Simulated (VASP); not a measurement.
Set up this calculation in VASP 6.6.1, as the native input.

```yaml
Task: single point
Functional: r2SCAN
Potentials_or_basis: VASP PAW PBE potentials, release 64 (C)
Cutoff: 520 eV
k_mesh: 13 × 13 × 13
Occupations: fermi-dirac, width 0.05 eV
Spin: no spin polarisation
Dipole_correction: no
Further_INCAR_settings: ALGO = Normal; EDIFF = 1e-06; NBANDS = 11
```

The system is C.

```
C
1.0
     0.00000    1.84868    1.84868
     1.84868    0.00000    1.84868
     1.84868    1.84868    0.00000
C
2
Direct
  0.50000 0.50000 0.50000
  0.75000 0.75000 0.75000
```

This cell differs from its parent crystal: volume scaled by 1.12.

One way to write it, as run:

POSCAR

```
C
1.0
    0.0000000000      1.8486813438      1.8486813438
    1.8486813438      0.0000000000      1.8486813438
    1.8486813438      1.8486813438      0.0000000000
C
2
Direct
    0.5000000000      0.5000000000      0.5000000000
    0.7500000000      0.7500000000      0.7500000000
```

INCAR.step1

```
SYSTEM = C
PREC = Accurate
ENCUT = 520
ISMEAR = -1
SIGMA = 0.05
LREAL = .False.
LASPH = .True.
NELM = 80
NBANDS = 11
GGA = PE
ALGO = Normal
EDIFF = 1E-4
LWAVE = .True.
LCHARG = .False.
```

INCAR.step2

```
SYSTEM = C
PREC = Accurate
ENCUT = 520
EDIFF = 1E-6
ISMEAR = -1
SIGMA = 0.05
LREAL = .False.
LASPH = .True.
NELM = 80
ALGO = Normal
ISIF = 2
LWAVE = .False.
LCHARG = .True.
METAGGA = R2SCAN
LMIXTAU = .True.
LELF = .True.
LVHAR = .True.
NBANDS = 11
ISTART = 1
```

KPOINTS

```
regular mesh
0
Gamma
  13 13 13
  0 0 0
```

Potentials or basis: VASP PAW PBE potentials, release 64 (C).

The run is started by

```console
$ cat potpaw_PBE.64/C/POTCAR > POTCAR
$ cp INCAR.step1 INCAR
$ mpirun -np 1 vasp_std > vasp.out
$ cp INCAR.step2 INCAR
$ mpirun -np 1 vasp_std > vasp.out
```

Results of the run:

* Pressure: -40.7 GPa
* Band gap on the k mesh: 4.10 eV, indirect (least direct gap 5.54 eV)

Caveat: the PAW data sets were made with another functional, which shifts forces and pressure a little.

Run time: 18 s on 1 thread of Intel(R) Xeon(R) 6975P-C (Granite Rapids), on a shared host, peak memory 0.12 GiB.
